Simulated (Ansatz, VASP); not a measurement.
**Eu: VASP beside Ansatz**

```
Eu
1.0
    -2.19252    2.19252    2.19252
     2.19252   -2.19252    2.19252
     2.19252    2.19252   -2.19252
Eu
1
Cartesian
  0.0000 0.0000 0.0000
```

Alike in both runs: functional PBE; k mesh 14 × 14 × 14; occupations gaussian, width 0.1 eV; collinear spin.

Ansatz relaxed the structure, and its values are those at the end. VASP's run is a single point on that final structure, the one shown.

|  | VASP | Ansatz |
| --- | --- | --- |
| version | VASP 6.6.1 | Ansatz 0.2.0 |
| potentials or method | VASP PAW PBE potentials, release 64 (Eu), cutoff 520 eV | scalar-relativistic, plane waves, PAW |
| valence electrons in the cell | 17 | 17 |

Ansatz gave:

* gap on the k mesh at the Fermi level (eV): none
* pressure (GPa): 0.0
* net moment per atom (μB): 7.25
* size of the moment on the site where the two differ most (μB): 7.01

Problem. Estimate VASP's values.

Solution. gap on the k mesh at the Fermi level (eV): none; pressure (GPa): -0.4; net moment per atom (μB): 7.25; size of the moment on the site where the two differ most (μB): 6.66.

Site moments also hang on the region over which each program counts them. A gap of «none» marks a metal or a gap that the smearing closes. Ansatz's warnings: given moment on shells.

Spin-orbit coupling is off throughout.
